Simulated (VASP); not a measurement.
In2O3: single point with BLYP

Crystal: In2O3.

```
In O
1.0
     2.81492    1.62520    4.98605
    -2.81492    1.62520    4.98605
     0.00000   -3.25039    4.98605
In O
4 6
Direct
  0.85715 0.85715 0.85715
  0.64285 0.64285 0.64285
  0.14285 0.14285 0.14285
  0.35715 0.35715 0.35715
  0.04707 0.75000 0.45293
  0.75000 0.45293 0.04707
  0.45293 0.04707 0.75000
  0.95293 0.25000 0.54707
  0.25000 0.54707 0.95293
  0.54707 0.95293 0.25000
```

```
Program             : VASP 6.6.1
Task                : single point
Functional          : BLYP
Potentials or basis : VASP PAW PBE potentials, release 64 (In_d, O)
Cutoff              : 520 eV
k mesh              : 6 × 6 × 6
Occupations         : fermi-dirac, width 0.05 eV
Spin                : no spin polarisation
```

| Item | Value |
| --- | --- |
| Pressure | 0.4 GPa |
| Largest force | 0.010 eV/Å |
| Band gap on the k mesh | 0.83 eV (least direct gap 0.92 eV) |

Forces on the atoms (eV/Å):
```
In   0.000  0.000 -0.009
In   0.000  0.000  0.009
In   0.000  0.000  0.009
In   0.000  0.000 -0.009
O   -0.005 -0.009  0.000
O   -0.005  0.009  0.000
O    0.010  0.000  0.000
O    0.005  0.009  0.000
O    0.005 -0.009  0.000
O   -0.010  0.000  0.000
```

Stress tensor (GPa, compression positive):
```
0.47 0.00 0.00
0.00 0.47 0.00
0.00 0.00 0.31
```

Levels at points of the mesh, in eV from the valence-band top:
```tsv
k point	band 42	band 43	band 44	band 45	band 46	band 47
(0.00, 0.00, 0.00)	-0.23	-0.09	-0.09	0.83	5.22	5.49
(0.50, 0.00, 0.00)	-0.70	-0.06	-0.06	4.41	4.41	5.28
(0.50, 0.50, 0.00)	-0.35	-0.11	-0.05	4.55	4.93	5.72
(0.50, 0.50, 0.50)	-0.18	-0.18	-0.18	3.91	3.91	6.34
```

It took 14 min on 1 thread of Intel Xeon 8259CL, on a shared host, peak memory 0.42 GiB.

Caveat: the PAW data sets were made with another functional, which shifts forces and pressure a little; spin-orbit coupling is left out, which moves the levels of the heavy elements. BLYP gaps usually lie below the measured ones, often by a third to a half.
